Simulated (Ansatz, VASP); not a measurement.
Given: the input of a run of VASP 6.6.1 on NbRu3C.

INCAR

```
SYSTEM = NbRu3C
PREC     = Accurate       ! precision mode
ENCUT    = 520            ! plane-wave cutoff, eV
EDIFF    = 1E-7           ! SCF threshold, eV
ISMEAR   = -1             ! smearing method
SIGMA    = 0.05           ! smearing width, eV
LREAL    = .FALSE.        ! projectors in reciprocal space
LASPH    = .TRUE.         ! aspherical terms in the spheres
NELM     = 60             ! most SCF steps
ALGO     = Normal         ! electronic algorithm
ISIF     = 2              ! what is computed and relaxed
LWAVE    = .FALSE.        ! write WAVECAR
LCHARG   = .TRUE.         ! write CHGCAR
GGA      = PE             ! functional
LELF     = .TRUE.         ! ELF
LVHAR    = .TRUE.       
NBANDS   = 38             ! bands
```

KPOINTS

```
regular mesh
0
G
  7 7 7
  0 0 0
```

The input POSCAR:

```
NbRu3C
1.0
    4.1448668297      0.0000000000      0.0000000000
    0.0000000000      4.1448668297      0.0000000000
    0.0000000000      0.0000000000      4.1448668297
Ru Nb C
3 1 1
Direct
    0.5000000000      0.5000000000      0.0000000000
    0.5000000000      0.0000000000      0.5000000000
    0.0000000000      0.5000000000      0.5000000000
    0.0000000000      0.0000000000      0.0000000000
    0.5000000000      0.5000000000      0.5000000000
```

Potentials or basis: VASP PAW PBE potentials, release 64 (Ru_pv, Nb_sv, C).

The run is started by

```sh
$ cat potpaw_PBE.64/Ru_pv/POTCAR potpaw_PBE.64/Nb_sv/POTCAR potpaw_PBE.64/C/POTCAR > POTCAR
$ mpirun -np 1 vasp_std > vasp.out
```

Question: Translate it to Ansatz 0.2.0. Potentials there: Ansatz PAW.

Answer: As run (the cutoff follows the program's own potentials):

Contents of input.yaml:

```yaml
crystal:
  lattice:
    - [4.1448668297, 0.0, 0.0]
    - [0.0, 4.1448668297, 0.0]
    - [0.0, 0.0, 4.1448668297]
  atoms:
    - { symbol: Ru, position: [0.5, 0.5, 0.0] }
    - { symbol: Ru, position: [0.5, 0.0, 0.5] }
    - { symbol: Ru, position: [0.0, 0.5, 0.5] }
    - { symbol: Nb, position: [0.0, 0.0, 0.0] }
    - { symbol: C, position: [0.5, 0.5, 0.5] }
hamiltonian:
  xc: pbe
  pseudopotentials: { kind: paw }
kpoints:
  mp_grid: { grid: [7, 7, 7] }
scf:
  occupations: { method: fermi_dirac, width: 0.05 }
output:
  forces: true
  stress: true
  eigenvalues: true
```

Potentials or basis: Ansatz PAW.

Command:

```console
$ ansatz run input.yaml --threads 2 --pin off --max-ram 5120MiB --backend cpu --events-out ev --progress --plain --runs-dir out
```

Both were run:

|  | VASP | Ansatz | Ansatz less VASP |
| --- | --- | --- | --- |
| gap on the k mesh at the Fermi level (eV) | none | none | - |
| pressure (GPa) | -17.1 | -17.0 | +0.12 |

A gap of «none» marks a metal or a gap that the smearing closes. VASP's potentials hold 59 valence electrons a cell and Ansatz's 65, so a difference there can come from the potentials and not from the codes.
